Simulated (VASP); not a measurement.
Here is a VASP 6.6.1 calculation.

Contents of INCAR:

```
SYSTEM = Ge
ALGO     = Normal         ! electronic algorithm
EDIFF    = 1E-6           ! SCF threshold, eV
ENCUT    = 520            ! plane-wave cutoff, eV
GGA      = PE             ! functional
ISIF     = 2              ! what is computed and relaxed
ISMEAR   = -1             ! smearing method
LASPH    = .TRUE.         ! aspherical terms in the spheres
LCHARG   = .FALSE.        ! write CHGCAR
LREAL    = .FALSE.        ! projectors in reciprocal space
LWAVE    = .FALSE.        ! write WAVECAR
NBANDS   = 13             ! bands
NELM     = 100            ! most SCF steps
PREC     = Accurate       ! precision mode
SIGMA    = 0.06122561905347299 ! smearing width, eV
```

The input KPOINTS:

```
k-points
0
G
  22 22 22
  0 0 0
```

Contents of POSCAR:

```
Ge
1.0
    0.0000000000      2.1260116613      2.1260116613
    2.1260116613      0.0000000000      2.1260116613
    2.1260116613      2.1260116613      0.0000000000
Ge
1
Direct
    0.0000000000      0.0000000000      0.0000000000
```

Potentials or basis: VASP PAW PBE potentials, release 64 (Ge_d).

Run with:

```sh
$ cat potpaw_PBE.64/Ge_d/POTCAR > POTCAR
$ mpirun -np 1 vasp_std > vasp.out
```

(1) Estimate the pressure.

(2) Predict the band gap on the k mesh.

Answers

(1) 1.2 GPa.

(2) zero (band 7 reaches 15.42 eV, above the bottom of band 8 at 4.27 eV).
